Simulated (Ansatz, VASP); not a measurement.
Zr in VASP and in Ansatz

```
Zr
1.0
     3.23200    0.00000    0.00000
    -1.61600    2.79899    0.00000
     0.00000    0.00000    5.14700
Zr
2
Direct
  0.33333 0.66667 0.25000
  0.66667 0.33333 0.75000
```

Alike in both runs: task relaxation of cell and atoms; functional LDA; k mesh 11 × 11 × 6; occupations fermi-dirac, width 0.1 eV; no spin polarisation.

|  | VASP | Ansatz |
| --- | --- | --- |
| version | VASP 6.6.1 | Ansatz 0.2.0 |
| potentials or method | VASP PAW LDA potentials, release 64 (Zr_sv), cutoff 600 eV | plane waves (420 eV) with PAW, scalar-relativistic |
| valence electrons in the cell | 24 | 24 |

VASP gave:

* relaxed volume (Å³/atom): 21.80
* relaxed cell length with the largest relative difference (Å): 5.091

Problem. Estimate Ansatz's values.

Solution. Relaxed volume (Å³/atom): 21.78; relaxed cell length with the largest relative difference (Å): 5.089.

Ansatz warns that its potentials were made for another functional, while VASP's fit it. LDA's correlation is that of Perdew and Zunger in VASP and of Perdew and Wang (1992) in Ansatz.
